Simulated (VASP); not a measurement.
A run of VASP 6.6.1:

Contents of INCAR:

```
PREC = Accurate
ENCUT = 520
EDIFF = 1E-7
ISMEAR = 0
SIGMA = 0.05
LREAL = False
LASPH = True
NELM = 60
ALGO = Normal
ISIF = 2
LWAVE = False
LCHARG = False
GGA = PS
NBANDS = 11
```

Contents of KPOINTS:

```
Automatic mesh
0
Gamma
  10 10 10
```

File POSCAR:

```
MgO
1.0
   -0.8967068099      1.7934136198      1.7934136198
    1.7934136198     -0.8967068099      1.7934136198
    1.7934136198      1.7934136198     -0.8967068099
Mg O
1 1
Direct
    0.0000000000      0.0000000000      0.0000000000
    0.5000000000      0.5000000000      0.5000000000
```

Potentials or basis: VASP PAW PBE potentials, release 64 (Mg, O).

Command:

```bash
$ cat potpaw_PBE.64/Mg/POTCAR potpaw_PBE.64/O/POTCAR > POTCAR
$ mpirun -np 1 vasp_std > vasp.out
```

Hardware: 1 thread of Intel(R) Xeon(R) Platinum 8259CL CPU @ 2.50GHz (Skylake/Cascade Lake), with other jobs on the host.

**Question.** How long does it take, and how much memory?

**Answer.** It took 9.8 s on 1 thread of Intel(R) Xeon(R) Platinum 8259CL CPU @ 2.50GHz (Skylake/Cascade Lake), with other jobs on the host, peak memory 0.13 GiB. Counts: scf iterations 12, k points 56.
